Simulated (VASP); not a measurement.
The system is CsH.

```
CELL_PARAMETERS angstrom
3.81841 0.00000 0.00000
0.00000 3.81841 0.00000
0.00000 0.00000 3.81841
ATOMIC_POSITIONS crystal
Cs 0.00000 0.00000 0.00000
H 0.50000 0.50000 0.50000
```

| Quantity | Value |
| --- | --- |
| Program | VASP 6.6.1 |
| Task | relaxation of cell and atoms |
| Functional | LDA |
| Potentials or basis | VASP PAW LDA potentials, release 64 (Cs_sv, H) |
| Cutoff | 600 eV |
| k mesh | 8 × 8 × 8 |
| Occupations | gaussian, width 0.02 eV |
| Spin | no spin polarisation |

At the start: pressure -1.9 GPa; volume 27.84 Å³/atom.

Problem. Where does the relaxation end?

Solution. Over 5 steps the energy falls by 23.3 meV/atom and the volume is 24.32 Å³/atom (-12.6 %); space group Pm-3m (No. 221, to 0.1 Å) before and after.

Step by step:
```tsv
step	energy change (eV)	largest force (eV/Å)	pressure (GPa)	volume (Å³)
1	0.0000	0.0000	-1.85	55.67
2	-0.0258	0.0000	-1.35	53.12
3	-0.0451	0.0000	-0.41	49.74
4	-0.0466	0.0000	0.07	48.46
5	-0.0466	0.0000	-0.02	48.64
```

Final structure:
```xyz
2
Lattice="3.6503 0.0000 0.0000 0.0000 3.6503 0.0000 0.0000 0.0000 3.6503" Properties=species:S:1:pos:R:3 pbc="T T T"
Cs    0.0000    0.0000    0.0000
H     1.8252    1.8252    1.8252
```
